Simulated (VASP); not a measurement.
Write the native input for VASP 6.6.1 that does the following.

| Property | Result |
| --- | --- |
| Task | single point |
| Functional | LDA |
| Potentials or basis | VASP PAW LDA potentials, release 64 (Ge_d) |
| Cutoff | 520 eV |
| k mesh | 12 × 12 × 12 |
| Occupations | fermi-dirac, width 0.05 eV |
| Spin | no spin polarisation |
| Dipole correction | no |
| Further INCAR settings | ALGO = Normal; EDIFF = 1e-07; NBANDS = 21 |

The structure of Ge lies in POSCAR:

```
Ge
1.0
    0.0000000000      2.6199329571      2.6199329571
    2.6199329571      0.0000000000      2.6199329571
    2.6199329571      2.6199329571      0.0000000000
Ge
2
Direct
   -0.1250000000     -0.1250000000     -0.1250000000
    0.1250000000      0.1250000000      0.1250000000
```

The input as run:

INCAR

```
SYSTEM = Ge
PREC = Accurate
ENCUT = 520
EDIFF = 1E-7
ISMEAR = -1
SIGMA = 0.05
LREAL = .False.
LASPH = .True.
NELM = 80
ALGO = Normal
ISIF = 2
LWAVE = .False.
LCHARG = .False.
NBANDS = 21
```

KPOINTS

```
Automatic mesh
0
Gamma
  12 12 12
  0 0 0
```

Potentials or basis: VASP PAW LDA potentials, release 64 (Ge_d).

The run is started by

```sh
$ cat potpaw_LDA.64/Ge_d/POTCAR > POTCAR
$ mpirun -np 1 vasp_std > vasp.out
```

Results of the run:

* Pressure: 25.3 GPa
* Band gap on the k mesh: 0.10 eV, indirect (least direct gap 2.12 eV)

Run time: 27 s on 1 thread of Intel(R) Xeon(R) Platinum 8375C CPU @ 2.90GHz (Ice Lake) (shared host), peak memory 0.16 GiB.
